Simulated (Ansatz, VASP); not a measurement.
## ZnO: VASP beside Ansatz

```
CELL_PARAMETERS angstrom
3.20539 0.00000 0.00000
-1.60270 2.77595 0.00000
0.00000 0.00000 5.13535
ATOMIC_POSITIONS crystal
Zn 0.66667 0.33333 0.00000
Zn 0.33333 0.66667 0.50000
O 0.33333 0.66667 0.87901
O 0.66667 0.33333 0.37901
```

Change from the starting cell: volume scaled by 0.96.

Alike in both runs: task single point; functional PBEsol; k mesh 9 × 9 × 5; occupations fermi-dirac, width 0.05 eV; no spin polarisation.

|  | VASP | Ansatz |
| --- | --- | --- |
| version | VASP 6.6.1 | Ansatz 0.2.0 |
| potentials or method | VASP PAW PBE potentials, release 64 (Zn, O), cutoff 520 eV | all-electron LAPW, scalar-relativistic |

Ansatz gave:

```
gap on the k mesh at the Fermi level (eV)                     : 0.77
least direct gap on the mesh (eV)                             : 0.77
pressure (GPa)                                                : 4.7
traceless stress, the component that is largest in VASP (GPa) : 1.25
rms of the force components (eV/Å)                            : 0.044
```

Task: Which values does VASP return?

Result: gap on the k mesh at the Fermi level (eV): 0.74; least direct gap on the mesh (eV): 0.74; pressure (GPa): 5.9; traceless stress, the component that is largest in VASP (GPa): 1.29; rms of the force components (eV/Å): 0.046.

VASP's potentials were made for PBE, not for PBEsol. Atom by atom the forces differ by 0.002 eV/Å (rms over components). Ansatz ran all-electron here, and VASP with PAW potentials.
